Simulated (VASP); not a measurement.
**HgSe2: single point with PBE**

Crystal: HgSe2.

```xyz
3
Lattice="1.9753 1.1404 5.3971 -1.9753 1.1404 5.3971 0.0000 -2.2809 5.3971" Properties=species:S:1:pos:R:3 pbc="T T T"
Hg    0.0000    0.0000    0.0000
Se    0.0000    0.0000   12.4114
Se    0.0000    0.0000    3.7799
```

- Program: VASP 6.6.1
- Task: single point
- Functional: PBE
- Potentials or basis: VASP PAW PBE potentials, release 64 (Hg, Se)
- Cutoff: 520 eV
- k mesh: 12 × 12 × 12
- Occupations: gaussian, width 0.1 eV
- Spin: no spin polarisation

- Pressure: 0.3 GPa
- Largest force: 0.044 eV/Å
- Band gap on the k mesh: zero (bands 12 and 13 overlap by 1.91 eV)

Forces in eV/Å, atoms in the order of the input:
```
Hg   0.000  0.000  0.000
Se   0.000  0.000  0.044
Se   0.000  0.000 -0.044
```

Levels at points of the mesh, in eV from the Fermi level:
```csv
k point,band 8,band 9,band 10,band 11,band 12,band 13,band 14,band 15,band 16,band 17
"(0.00, 0.00, 0.00)",-4.83,-0.49,-0.49,-0.24,-0.24,0.13,1.58,4.28,6.16,6.16
"(0.50, 0.00, 0.00)",-4.44,-4.06,-2.21,-1.48,-1.23,-1.17,3.06,4.69,7.54,8.48
"(0.50, 0.50, 0.00)",-5.38,-4.50,-2.60,-0.80,0.74,0.76,0.89,4.53,6.49,6.58
"(0.50, 0.50, 0.50)",-3.74,-2.46,-1.30,-1.30,0.50,0.50,4.37,4.80,7.31,7.31
```

Wall time 12 min on 1 thread of AMD EPYC 7R13, with other jobs on the host, peak memory 0.5 GiB.

Caveat: spin-orbit coupling is left out, which moves the levels of the heavy elements.
